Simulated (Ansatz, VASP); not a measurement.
## LiIn: VASP beside Ansatz

File INCAR:

```
PREC = Accurate
ENCUT = 600
EDIFF = 1E-6
ISMEAR = 0
SIGMA = 0.1
LREAL = False
LASPH = True
NELM = 80
ALGO = Fast
ISIF = 3
LWAVE = False
LCHARG = False
IBRION = 2
NSW = 70
EDIFFG = -0.005
```

KPOINTS

```
Automatic mesh
0
Gamma
  12 12 12
```

The input POSCAR:

```
LiIn
1.0
    0.0000000000      3.4495032204      3.4495032204
    3.4495032204      0.0000000000      3.4495032204
    3.4495032204      3.4495032204      0.0000000000
Li In
2 2
Direct
    0.0000000000      0.0000000000      0.0000000000
    0.2500000000      0.2500000000      0.2500000000
    0.5000000000      0.5000000000      0.5000000000
    0.7500000000      0.7500000000      0.7500000000
```

Input for Ansatz:

```yaml
crystal:
  lattice:
    - [0.0, 3.4495032204, 3.4495032204]
    - [3.4495032204, 0.0, 3.4495032204]
    - [3.4495032204, 3.4495032204, 0.0]
  atoms:
    - { symbol: Li, position: [0.0, 0.0, 0.0] }
    - { symbol: Li, position: [0.25, 0.25, 0.25] }
    - { symbol: In, position: [0.5, 0.5, 0.5] }
    - { symbol: In, position: [0.75, 0.75, 0.75] }
basis:
  ecutwfc: 420
kpoints:
  mp_grid: { grid: [12, 12, 12] }
hamiltonian:
  xc: lda
scf:
  occupations: { method: gaussian, width: 0.1 }
output:
  forces: true
  stress: true
  eigenvalues: true
relax:
  adjacent_minimum: "off"
  f_tol: 0.005
  max_steps: 50
  cell: { stress_tol: 0.05 }
```

Alike in both runs: task relaxation of cell and atoms; functional LDA; k mesh 12 × 12 × 12; occupations gaussian, width 0.1 eV; no spin polarisation.

|  | VASP | Ansatz |
| --- | --- | --- |
| version | VASP 6.6.1 | Ansatz 0.2.0 |
| potentials or method | VASP PAW LDA potentials, release 64 (Li_sv, In_d), cutoff 600 eV | scalar-relativistic, plane waves, PAW |
| valence electrons in the cell | 32 | 32 |

Ansatz gave:

```
gap on the k mesh at the Fermi level, each at its own relaxed structure (eV) : none
relaxed volume (Å³/atom)                                                     : 18.55
relaxed cell length with the largest relative difference (Å)                 : 4.717
```

**Question.** Estimate VASP's values.

**Answer.** gap on the k mesh at the Fermi level, each at its own relaxed structure (eV): none; relaxed volume (Å³/atom): 18.54; relaxed cell length with the largest relative difference (Å): 4.716.

LDA's correlation is that of Perdew and Zunger in VASP and of Perdew and Wang (1992) in Ansatz. A gap of «none» marks a metal or a gap that the smearing closes.

Noted on VASP's run: the cutoff is short for stress, so the pressure is rough.
